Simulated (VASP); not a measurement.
# TePb in VASP: notebook, part 2 of 2

VASP 6.6.1. Earlier steps stand in the parts before.

## 4. Single point, PBE (functional PBE, strained)

Input file INCAR:

```
PREC = Accurate
ENCUT = 500
EDIFF = 1E-6
ISMEAR = 0
SIGMA = 0.02
LREAL = F
LASPH = T
NELM = 120
ALGO = Normal
ISIF = 2
LWAVE = F
LCHARG = F
GGA = PE
NBANDS = 17
GGA_COMPAT = F
```

Input file KPOINTS:

```
regular mesh
0
Gamma
  8 8 8
```

Input file POSCAR:

```
TePb
1.0
    0.0000000000      3.3783463000      3.3783463000
    3.3783463000      0.0000000000      3.3783463000
    3.3783463000      3.3783463000      0.0000000000
Te Pb
1 1
Direct
    0.5000000000      0.5000000000      0.5000000000
    0.0000000000      0.0000000000      0.0000000000
```

Potentials or basis: VASP PAW PBE potentials, release 64 (Te, Pb_d).

Launch:

```
cat potpaw_PBE.64/Te/POTCAR potpaw_PBE.64/Pb_d/POTCAR > POTCAR
mpirun -np 1 vasp_std > vasp.out
```

OUTCAR:

```text
PREC = Accurate
   ENCUT = 500
   EDIFF = 1E-6
   ISMEAR = 0
   LREAL = F
   LASPH = T
   NELM = 120
   ISIF = 2
   GGA = PE

 ion  position               nearest neighbor table
   1  0.500  0.500  0.500-   2 3.38   2 3.38   2 3.38   2 3.38   2 3.38   2 3.38
   2  0.000  0.000  0.000-   1 3.38   1 3.38   1 3.38   1 3.38   1 3.38   1 3.38

  LATTYP: Found a face centered cubic cell.
 ALAT       =     6.7566926000

  Lattice vectors:

 A1 = (   0.0000000000,   3.3783463000,   3.3783463000)
 A2 = (   3.3783463000,   0.0000000000,   3.3783463000)
 A3 = (   3.3783463000,   3.3783463000,   0.0000000000)

Analysis of symmetry for initial positions (statically):
=====================================================================
 Subroutine PRICEL returns:
 Original cell was already a primitive cell.

 Routine SETGRP: Setting up the symmetry group for a
 face centered cubic supercell.

 Subroutine GETGRP returns: Found 48 space group operations
 (whereof 48 operations were pure point group operations)
 out of a pool of 48 trial point group operations.

The static configuration has the point symmetry O_h .
[... 158 lines left out ...]

  energy without entropy =       -7.46647981  energy(sigma->0) =       -7.46647981

 E-fermi :   4.1795     XC(G=0):  -8.7112

 val. band max:        4.0112386371   @ k =   0.5000   0.0000   0.0000
 cond. band min:       4.9717020917   @ k =   0.5000   0.0000   0.0000
 fundamental gap:      0.9604634545
 Fermi energy:         4.1794953593

 k-point     1 :       0.0000    0.0000    0.0000
  band No.  band energies     occupation
      1     -12.5513      2.00000
      2     -12.5513      2.00000
      3     -12.5507      2.00000
      4     -12.5507      2.00000
      5     -12.5507      2.00000
      6      -6.9922      2.00000
[... 457 lines left out ...]
      4     -12.5437      2.00000
      5     -12.5394      2.00000
      6      -5.7584      2.00000
[... 9 lines left out ...]
     16      13.7389      0.00000
     17      13.9547      0.00000

 [... further k-points ...]

------------------------ aborting loop because EDIFF is reached ----------------------------------------

  FORCE on cell =-STRESS in cart. coord.  units (eV):
  Direction    XX          YY          ZZ          XY          YZ          ZX
  --------------------------------------------------------------------------------------
  -------------------------------------------------------------------------------------
  Total       -1.3146832     -1.3146832     -1.3146832      0.0000000      0.0000000     -0.0000000
  in kB      -27.3142449    -27.3142449    -27.3142449      0.0000000      0.0000000     -0.0000000
  external PRESSURE =     -27.3142449 kB  Pullay stress =       0.0000000 kB

 VOLUME and BASIS-vectors are now :
 -----------------------------------------------------------------------------
  energy-cutoff  :      500.00
  volume of cell :       77.12
      direct lattice vectors                 reciprocal lattice vectors
     0.000000000  3.378346300  3.378346300    -0.148001405  0.148001405  0.148001405
     3.378346300  0.000000000  3.378346300     0.148001405 -0.148001405  0.148001405
     3.378346300  3.378346300  0.000000000     0.148001405  0.148001405 -0.148001405

 POSITION                                       TOTAL-FORCE (eV/Angst)
 -----------------------------------------------------------------------------------
      3.37835      3.37835      3.37835         0.000000      0.000000      0.000000
      0.00000      0.00000      0.00000        -0.000000      0.000000     -0.000000
 -----------------------------------------------------------------------------------
    total drift:                                0.000000      0.000000      0.000000

  FREE ENERGIE OF THE ION-ELECTRON SYSTEM (eV)
  ---------------------------------------------------
  free  energy   TOTEN  =        -7.4664798053 eV

  energy  without entropy=       -7.4664798053  energy(sigma->0) =       -7.46647981
```

OSZICAR:

```text
N       E                     dE             d eps       ncg     rms          rms(c)
DAV:   1     0.148668108524E+03    0.14867E+03   -0.88243E+03   986   0.106E+03
DAV:   2     0.289310770266E+01   -0.14578E+03   -0.14200E+03  1045   0.282E+02
DAV:   3    -0.737365428693E+01   -0.10267E+02   -0.10221E+02  1269   0.812E+01
DAV:   4    -0.765221547918E+01   -0.27856E+00   -0.27843E+00  1276   0.160E+01
DAV:   5    -0.766157918751E+01   -0.93637E-02   -0.93634E-02  1350   0.249E+00    0.262E+00
DAV:   6    -0.746803370280E+01    0.19355E+00   -0.45965E-01  1357   0.407E+00    0.152E+00
DAV:   7    -0.746382230536E+01    0.42114E-02   -0.10611E-01  1114   0.143E+00    0.854E-01
DAV:   8    -0.746702226630E+01   -0.32000E-02   -0.14585E-02  1137   0.117E+00    0.190E-01
DAV:   9    -0.746639865003E+01    0.62362E-03   -0.30655E-03  1334   0.485E-01    0.537E-02
DAV:  10    -0.746647137342E+01   -0.72723E-04   -0.22471E-04  1164   0.842E-02    0.275E-02
DAV:  11    -0.746647901900E+01   -0.76456E-05   -0.30300E-05  1328   0.403E-02    0.382E-03
DAV:  12    -0.746647980530E+01   -0.78631E-06   -0.34874E-06  1167   0.189E-02
   1 F= -.74664798E+01 E0= -.74664798E+01  d E =-.161325E-34
```

stdout:

```text
POSCAR found type information on POSCAR TePb
 POSCAR found :  2 types and       2 ions
 scaLAPACK will be used
 LDA part: xc-table for (Slater+PW92), standard interpolation
 POSCAR, INCAR and KPOINTS ok, starting setup
 FFT: planning ... GRIDC
 FFT: planning ... GRID_SOFT
 FFT: planning ... GRID
 WAVECAR not read
 entering main loop
```

It took 30 s on 1 thread of Intel Xeon Platinum 8259CL at 2.50GHz (Skylake/Cascade Lake), shared host; peak memory 0.21 GiB.

Results:

```yaml
Free_energy: -7.4665 eV
Pressure: -2.7 GPa
Band_gap_on_the_k_mesh: 0.96 eV, direct
```

Levels at points of the mesh, in eV from the valence-band top:
```csv
k point,band 7,band 8,band 9,band 10,band 11,band 12,band 13,band 14
"(0.00, 0.00, 0.00)",-5.91,-0.87,-0.87,-0.87,3.90,3.90,3.90,6.08
"(0.50, 0.00, 0.00)",-7.98,-0.49,-0.49,0.00,0.96,1.56,1.56,8.23
"(0.50, 0.50, 0.00)",-7.12,-3.51,-2.08,-2.08,3.84,5.00,5.00,5.97
```

Caveat: the cell differs from its parent crystal (functional PBE, strained); spin-orbit coupling is left out, which moves the levels of the heavy elements. A k mesh can miss the band edges.

## 5. Summary

```tsv
level	cell	cutoff (eV)	gap on the mesh (eV)	pressure (GPa)	largest force (eV/Å)
PBEsol	a = 4.425, b = 4.395, c = 4.483 Å, angles 59.7, 60.5, 60.2°, 2 atoms	520	0.30	4.3	0.09
PBEsol	a = 4.564 Å, angles 60.0°, 2 atoms	520	0.69	-0.2	0.05
PBE	a = 4.778 Å, angles 60.0°, 2 atoms	500	0.96	-2.7	-
```

Alike in all rows: task single point; potentials or basis VASP PAW PBE potentials, release 64 (Te, Pb_d); no spin polarisation; k mesh 8 × 8 × 8; smearing gaussian 0.02 eV.

Caveats: spin-orbit coupling is left out, which moves the levels of the heavy elements; the PAW data sets were made with another functional, which shifts forces and pressure a little (some runs).

Absolute energies hang on the potentials; compare differences alone.
